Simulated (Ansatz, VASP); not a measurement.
ZnS: VASP beside Ansatz

INCAR

```
SYSTEM = ZnS
ALGO = Normal
EDIFF = 1E-6
ENCUT = 520
GGA = PE
ISIF = 2
ISMEAR = 0
LASPH = .True.
LCHARG = .True.
LELF = .True.
LREAL = .False.
LVHAR = .True.
LWAVE = .False.
NBANDS = 16
NELM = 100
PREC = Accurate
SIGMA = 0.024
```

Contents of KPOINTS:

```
k-points
0
Gamma
  9 9 9
  0 0 0
```

Contents of POSCAR:

```
ZnS
1.0
    0.0000000000      2.7020000000      2.7020000000
    2.7020000000      0.0000000000      2.7020000000
    2.7020000000      2.7020000000      0.0000000000
Zn S
1 1
Direct
    0.7500000000      0.7500000000      0.7500000000
    0.0000000000      0.0000000000      0.0000000000
```

The input input.yaml:

```yaml
crystal:
  lattice:
    - [0.0, 2.702, 2.702]
    - [2.702, 0.0, 2.702]
    - [2.702, 2.702, 0.0]
  atoms:
    - { symbol: Zn, position: [0.75, 0.75, 0.75] }
    - { symbol: S, position: [0.0, 0.0, 0.0] }
kpoints:
  mp_grid: { grid: [9, 9, 9] }
scf:
  occupations: { method: gaussian, width: 0.024 }
hamiltonian:
  xc: pbe
  pseudopotentials: { kind: all_electron, lapw: { basis_error: 0.001 } }
output:
  forces: true
  stress: true
  eigenvalues: true
```

Alike in both runs: task single point; functional PBE; k mesh 9 × 9 × 9; occupations gaussian, width 0.024 eV; no spin polarisation.

|  | VASP | Ansatz |
| --- | --- | --- |
| version | VASP 6.6.1 | Ansatz 0.2.0 |
| potentials or method | VASP PAW PBE potentials, release 64 (Zn, S), cutoff 520 eV | all-electron LAPW, scalar-relativistic |

```csv
,VASP,Ansatz,Ansatz less VASP
gap on the k mesh at the Fermi level (eV),2.11,2.11,-0.002
least direct gap on the mesh (eV),2.11,2.11,-0.002
pressure (GPa),1.8,1.6,-0.15
```

Ansatz ran all-electron here, and VASP with PAW potentials.
